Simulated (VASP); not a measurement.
# InP (Fm-3m) in VASP: notebook

InP is run at these levels: BLYP+D3(BJ), BLYP+D4, PBE; tasks: single point.

All numbers are computed with VASP 6.6.1; they aren't measurements. Logs are shortened: lines on timing, memory, paths and dates and some standing lists are left out, and cuts for length are marked.

### Step 1. The cell of the first run

The structure is cubic, space group Fm-3m (No. 225). Conventional cell: a = 5.501 Å, b = 5.501 Å, c = 5.501 Å, α = 90.00°, β = 90.00°, γ = 90.00°. Within 3.6 Å of In (site symmetry m-3m) lie 6 P at 2.75 Å. Within 3.6 Å of P (site symmetry m-3m) lie 6 In at 2.75 Å.

### Step 2. Single point, BLYP+D3(BJ)

INCAR

```
AGGAC    = 1.0          
AGGAX    = 1.0          
ALDAC    = 0.0          
ALDAX    = 1.0          
ALGO     = Normal         # electronic algorithm
EDIFF    = 1E-7           # SCF threshold, eV
ENCUT    = 520            # plane-wave cutoff, eV
GGA      = B5             # functional
ISIF     = 2              # what is computed and relaxed
ISMEAR   = -1             # smearing method
IVDW     = 12             # dispersion correction
LASPH    = True           # aspherical terms in the spheres
LCHARG   = False          # write CHGCAR
LREAL    = False          # projectors in reciprocal space
LWAVE    = False          # write WAVECAR
NBANDS   = 16             # bands
NELM     = 100            # most SCF steps
PREC     = Accurate       # precision mode
SIGMA    = 0.05           # smearing width, eV
VDW_A1   = 0.4298       
VDW_A2   = 4.2359       
VDW_S6   = 1.0          
VDW_S8   = 2.6996
```

KPOINTS

```
k-points
0
Gamma
  8 8 8
```

POSCAR

```
InP
1.0
    0.0000000000      2.7504390215      2.7504390215
    2.7504390215      0.0000000000      2.7504390215
    2.7504390215      2.7504390215      0.0000000000
In P
1 1
Direct
    0.0000000000      0.0000000000      0.0000000000
    0.5000000000      0.5000000000      0.5000000000
```

Potentials or basis: VASP PAW PBE potentials, release 64 (In_d, P).

Launch:

```bash
$ cat potpaw_PBE.64/In_d/POTCAR potpaw_PBE.64/P/POTCAR > POTCAR
$ mpirun -np 1 vasp_std > vasp.out
```

OUTCAR:

```text
EDIFF = 1E-7
   ENCUT = 520
   GGA = B5
   ISIF = 2
   ISMEAR = -1
   IVDW = 12
   LASPH = True
   LREAL = False
   NELM = 100
   PREC = Accurate
 IVDW          = 12

 ion  position               nearest neighbor table
   1  0.000  0.000  0.000-   2 2.75   2 2.75   2 2.75   2 2.75   2 2.75   2 2.75
   2  0.500  0.500  0.500-   1 2.75   1 2.75   1 2.75   1 2.75   1 2.75   1 2.75

  LATTYP: Found a face centered cubic cell.
 ALAT       =     5.5008780430

  Lattice vectors:

 A1 = (   0.0000000000,   2.7504390215,   2.7504390215)
 A2 = (   2.7504390215,   0.0000000000,   2.7504390215)
 A3 = (   2.7504390215,   2.7504390215,   0.0000000000)

Analysis of symmetry for initial positions (statically):
=====================================================================
 Subroutine PRICEL returns:
 Original cell was already a primitive cell.

 Routine SETGRP: Setting up the symmetry group for a
 face centered cubic supercell.

 Subroutine GETGRP returns: Found 48 space group operations
 (whereof 48 operations were pure point group operations)
 out of a pool of 48 trial point group operations.

The static configuration has the point symmetry O_h .

Analysis of symmetry for dynamics (positions and initial velocities):
=====================================================================
 Subroutine PRICEL returns:
 Original cell was already a primitive cell.

 Routine SETGRP: Setting up the symmetry group for a
 face centered cubic supercell.

 Subroutine GETGRP returns: Found 48 space group operations
 (whereof 48 operations were pure point group operations)
 out of a pool of 48 trial point group operations.

The dynamic configuration has the point symmetry O_h .

 Subroutine INISYM returns: Found 48 space group operations
 (whereof 48 operations are pure point group operations),
 and found     1 'primitive' translations

----------------------------------------------------------------------------------------

                                     Primitive cell

  volume of cell :      41.6137

  direct lattice vectors                    reciprocal lattice vectors
     0.000000000  2.750439022  2.750439022    -0.181789160  0.181789160  0.181789160
     2.750439022  0.000000000  2.750439022     0.181789160 -0.181789160  0.181789160
     2.750439022  2.750439022  0.000000000     0.181789160  0.181789160 -0.181789160

  length of vectors
     3.889708167  3.889708167  3.889708167     0.314868062  0.314868062  0.314868062

  position of ions in fractional coordinates (direct lattice)
     0.000000000  0.000000000  0.000000000
     0.500000000  0.500000000  0.500000000

  ion indices of the primitive-cell ions
   primitive index   ion index
                 1           1
                 2           2

----------------------------------------------------------------------------------------

 KPOINTS: k-points

Automatic generation of k-mesh.
 Grid dimensions read from file:
 generate k-points for:    8    8    8

 Generating k-lattice:

  Cartesian coordinates                     Fractional coordinates (reciprocal lattice)
    -0.022723645  0.022723645  0.022723645     0.125000000  0.000000000  0.000000000
     0.022723645 -0.022723645  0.022723645     0.000000000  0.125000000  0.000000000
     0.022723645  0.022723645 -0.022723645     0.000000000  0.000000000  0.125000000

  Length of vectors
     0.039358508  0.039358508  0.039358508

  Shift w.r.t. Gamma in fractional coordinates (k-lattice)
     0.000000000  0.000000000  0.000000000

 Subroutine IBZKPT returns following result:
 ===========================================

 Found     29 irreducible k-points:

 Following reciprocal coordinates:
            Coordinates               Weight
  0.000000  0.000000  0.000000      1.000000
  0.125000  0.000000  0.000000      8.000000
  0.250000  0.000000  0.000000      8.000000
  0.375000  0.000000  0.000000      8.000000
  0.500000  0.000000  0.000000      4.000000
  0.125000  0.125000  0.000000      6.000000
[... 16 lines left out ...]
  0.500000  0.250000  0.125000     48.000000
 -0.375000  0.250000  0.125000     24.000000
 [... further k-points ...]
   k-points           NKPTS =     29   k-points in BZ     NKDIM =     29   number of bands    NBANDS=     16
   number of dos      NEDOS =    301   number of ions     NIONS =      2
   total plane-waves  NPLWV =  27000
   dimension x,y,z NGX =    30 NGY =   30 NGZ =   30
   dimension x,y,z NGXF=    60 NGYF=   60 NGZF=   60
   ions per type =               1   1
   NGX,Y,Z   is equivalent  to a cutoff of  12.82, 12.82, 12.82 a.u.
   NGXF,Y,Z  is equivalent  to a cutoff of  25.64, 25.64, 25.64 a.u.
 SYSTEM =  unknown system
   PREC   = accura    normal or accurate (medium, high low for compatibility)
   ISTART =      0    job   : 0-new  1-cont  2-samecut
   ICHARG =      2    charge: 1-file 2-atom 10-const
   ISPIN  =      1    spin polarized calculation?
   LNONCOLLINEAR =      F non collinear calculations
   LSORBIT =      F    spin-orbit coupling
   LASPH  =      T    aspherical Exc in radial PAW
   ENCUT  =  520.0 eV  38.22 Ry    6.18 a.u.   7.23  7.23  7.23*2*pi/ulx,y,z
   NELM   =    100;   NELMIN=  2; NELMDL= -5     # of ELM steps
   EDIFF  = 0.1E-06   stopping-criterion for ELM
   LREAL  =      F    real-space projection
   EDIFFG = 0.1E-05   stopping-criterion for IOM
   NSW    =      0    number of steps for IOM
   IBRION =     -1    ionic relax: 0-MD 1-quasi-New 2-CG
   NFREE  =      0    steps in history (QN), initial steepest desc. (CG)
   ISIF   =      2    stress and relaxation
   ISYM   =      2    0-nonsym 1-usesym 2-fastsym
   POTIM  = 0.5000    time-step for ionic-motion
   TEBEG  =    0.0;   TEEND  =   0.0 temperature during run
   PSTRESS=    0.0 pullay stress
   NELECT =      18.0000    total number of electrons
   NUPDOWN=      -1.0000    fix difference up-down
   EMIN   =  10.00;   EMAX   =-10.00  energy-range for DOS
   EFERMI =   0.00;   METHOD = LEGACY
   ISMEAR =    -1;   SIGMA  =   0.05  broadening in eV -4-tet -1-fermi 0-gaus
   EFERMI_NEDOS =   21; number of points for ismear=-14 and -15
   IALGO  =     38    algorithm
   IMIX   =      4    mixing-type and parameters
     AMIX     =   0.40;   BMIX     =  1.00
     AMIX_MAG =   1.60;   BMIX_MAG =  1.00
  volume/ion in A,a.u.               =      20.81       140.41
  Fermi-wavevector in a.u.,A,eV,Ry     =   1.238094  2.339659 20.856057  1.532877
  Thomas-Fermi vector in A             =   2.372634
   LORBIT       =      0    0 simple, 1 ext, 2 COOP (PROOUT), +10 PAW based schemes
   GGA     = B5    functional components
   LHFCALC =     F    Hartree Fock is set to
   AEXX    =    0.0000 exact exchange contribution
   IVDW    =    12    specifies the selected vdW correction
   LEPSILON=     F    determine dielectric tensor
   LRPA    =     F    only Hartree local field effects (RPA)
 non-spin polarized calculation
  energy-cutoff  :      520.00
  volume of cell :       41.61
 maximum number of plane-waves:      1139
 NGX is ok and might be reduce to    30
   NGX = 15   NGY = 15   NGZ = 15

 number of electron      18.0000006 magnetization

 Free energy of the ion-electron system (eV)
  ---------------------------------------------------
  ext. energy  EPLUGINS =         0.00000000
  ---------------------------------------------------
  free energy    TOTEN  =        -6.35381875 eV

  energy without entropy =       -6.34172643  energy(sigma->0) =       -6.34777259

 E-fermi :   7.8385     XC(G=0):  -9.8388

 val. band max:        7.8008602912   @ k =  -0.3750   0.5000   0.1250
 cond. band min:       7.8745084332   @ k =  -0.1250   0.1250   0.0000
 fundamental gap:      0.0736481420
 Fermi energy:         7.8385147556

 k-point     1 :       0.0000    0.0000    0.0000
  band No.  band energies     occupation
      1      -6.6028      2.00000
      2      -6.6028      2.00000
      3      -6.5782      2.00000
      4      -6.5782      2.00000
      5      -6.5782      2.00000
      6      -4.3771      2.00000
[... 8 lines left out ...]
     15      16.2544      0.00000
     16      16.2544      0.00000

 k-point     2 :       0.1250    0.0000    0.0000
  band No.  band energies     occupation
      1      -6.6107      2.00000
      2      -6.6107      2.00000
      3      -6.5787      2.00000
      4      -6.5675      2.00000
      5      -6.5675      2.00000
      6      -4.1805      2.00000
[... 8 lines left out ...]
     15      15.7582      0.00000
     16      16.3200      0.00000

 k-point     3 :       0.2500    0.0000    0.0000
  band No.  band energies     occupation
      1      -6.6337      2.00000
      2      -6.6337      2.00000
      3      -6.5815      2.00000
      4      -6.5374      2.00000
      5      -6.5374      2.00000
      6      -3.6121      2.00000
[... 8 lines left out ...]
     15      16.6882      0.00000
     16      16.6882      0.00000

 k-point     4 :       0.3750    0.0000    0.0000
  band No.  band energies     occupation
      1      -6.6576      2.00000
      2      -6.6576      2.00000
      3      -6.5864      2.00000
      4      -6.5061      2.00000
      5      -6.5061      2.00000
      6      -2.7940      2.00000
[... 8 lines left out ...]
     15      18.1461      0.00000
     16      18.1461      0.00000
[... 324 lines left out ...]
 k-point    22 :       0.3750    0.2500    0.1250
  band No.  band energies     occupation
      1      -6.7125      2.00000
      2      -6.6092      2.00000
      3      -6.5900      2.00000
      4      -6.5229      2.00000
      5      -6.5182      2.00000
      6      -3.0616      2.00000
[... 8 lines left out ...]
     15      19.1900      0.00000
     16      19.3352      0.00000

 k-point    23 :       0.5000    0.2500    0.1250
  band No.  band energies     occupation
      1      -6.7436      2.00000
      2      -6.6270      2.00000
      3      -6.5762      2.00000
      4      -6.5207      2.00000
      5      -6.4961      2.00000
      6      -2.2508      2.00000
[... 8 lines left out ...]
     15      19.2957      0.00000
     16      20.3083      0.00000

 k-point    24 :      -0.3750    0.2500    0.1250
  band No.  band energies     occupation
      1      -6.7543      2.00000
      2      -6.6361      2.00000
      3      -6.5635      2.00000
      4      -6.5282      2.00000
      5      -6.4855      2.00000
      6      -1.7521      2.00000
[... 8 lines left out ...]
     15      18.0755      0.00000
     16      20.7292      0.00000

 [... further k-points ...]

------------------------ aborting loop because EDIFF is reached ----------------------------------------

 Edisp (eV)   -1.75951

 E8    (eV) :    -1.3040

  FORCE on cell =-STRESS in cart. coord.  units (eV):
  Direction    XX          YY          ZZ          XY          YZ          ZX
  --------------------------------------------------------------------------------------
  -------------------------------------------------------------------------------------
  Total       0.00956     0.00956     0.00956    -0.00000    -0.00000    -0.00000
  in kB       0.36826     0.36826     0.36826    -0.00000    -0.00000    -0.00000
  external pressure =        0.37 kB  Pullay stress =        0.00 kB

 VOLUME and BASIS-vectors are now :
 -----------------------------------------------------------------------------
  energy-cutoff  :      520.00
  volume of cell :       41.61
      direct lattice vectors                 reciprocal lattice vectors
     0.000000000  2.750439022  2.750439022    -0.181789160  0.181789160  0.181789160
     2.750439022  0.000000000  2.750439022     0.181789160 -0.181789160  0.181789160
     2.750439022  2.750439022  0.000000000     0.181789160  0.181789160 -0.181789160

 POSITION                                       TOTAL-FORCE (eV/Angst)
 -----------------------------------------------------------------------------------
      0.00000      0.00000      0.00000         0.000000      0.000000     -0.000000
      2.75044      2.75044      2.75044        -0.000000     -0.000000      0.000000
 -----------------------------------------------------------------------------------
    total drift:                               -0.000000      0.000000      0.000000

  FREE ENERGIE OF THE ION-ELECTRON SYSTEM (eV)
  ---------------------------------------------------
  free  energy   TOTEN  =        -8.1133328237 eV

  energy  without entropy=       -8.1012405010  energy(sigma->0) =       -8.10728666
```

Run time: 49 s. Hardware: 1 thread of Intel Xeon 8259CL, shared host; peak memory 0.18 GiB.

What came out:

```yaml
Free_energy: -8.1133 eV
Pressure: 0.0 GPa
Band_gap_on_the_k_mesh: zero (band 9 reaches 8.04 eV, above the bottom of band 10 at 5.39 eV)
Dispersion_energy_per_atom: -0.880 eV
```

Caveat: the PAW data sets were made with another functional, which shifts forces and pressure a little; spin-orbit coupling is left out, which moves the levels of the heavy elements; pairwise dispersion overbinds metals, which lowers pressure and volume.

### Step 3. Single point, BLYP+D4

This run uses another cell than the first one, of 21.10 Å³/atom, 1.014 times its volume.

INCAR

```
PREC = Accurate ; ENCUT = 520
EDIFF = 1E-6 ; ISMEAR = -1
SIGMA = 0.05 ; LREAL = F
LASPH = T ; NELM = 80
ALGO = Normal ; ISIF = 2
LWAVE = F ; LCHARG = T
GGA = B5 ; ALDAX = 1.0
AGGAX = 1.0 ; AGGAC = 1.0
ALDAC = 0.0 ; IVDW = 13
VDW_S6 = 1.0 ; VDW_S8 = 2.34076671
VDW_A1 = 0.44488865 ; VDW_A2 = 4.0933009
LELF = T ; LVHAR = T
NBANDS = 16
```

KPOINTS

```
regular mesh
0
Gamma
  8 8 8
```

POSCAR

```
InP
1.0
    0.0000000000      2.7632481550      2.7632481550
    2.7632481550      0.0000000000      2.7632481550
    2.7632481550      2.7632481550      0.0000000000
In P
1 1
Direct
    0.0000000000      0.0000000000      0.0000000000
    0.5000000000      0.5000000000      0.5000000000
```

Potentials or basis: VASP PAW PBE potentials, release 64 (In_d, P).

Launch:

```bash
$ cat potpaw_PBE.64/In_d/POTCAR potpaw_PBE.64/P/POTCAR > POTCAR
$ mpirun -np 1 vasp_std > vasp.out
```

It took 45 s on 1 thread of Intel Xeon 8259CL, shared host; peak memory 0.18 GiB.

It converged, with:

```
Free energy                : -7.8857 eV
Pressure                   : 0.1 GPa
Band gap on the k mesh     : zero (band 9 reaches 7.86 eV, above the bottom of band 10 at 5.26 eV)
Dispersion energy per atom : -0.754 eV
```

Levels at points of the mesh, in eV from the Fermi level:
```tsv
k point	band 5	band 6	band 7	band 8	band 9	band 10	band 11	band 12	band 13	band 14
(0.00, 0.00, 0.00)	-14.39	-12.11	-0.40	-0.40	-0.40	0.35	7.27	7.27	7.27	8.33
(0.50, 0.00, 0.00)	-14.31	-10.05	-6.73	0.07	0.07	2.59	3.36	3.36	5.04	11.33
(0.50, 0.50, 0.00)	-14.28	-8.96	-4.93	-2.71	-2.40	-2.40	4.13	9.73	9.73	10.16
```

Caveat: the PAW data sets were made with another functional, which shifts forces and pressure a little; spin-orbit coupling is left out, which moves the levels of the heavy elements; pairwise dispersion overbinds metals, which lowers pressure and volume.

[end of part 1 of 2]
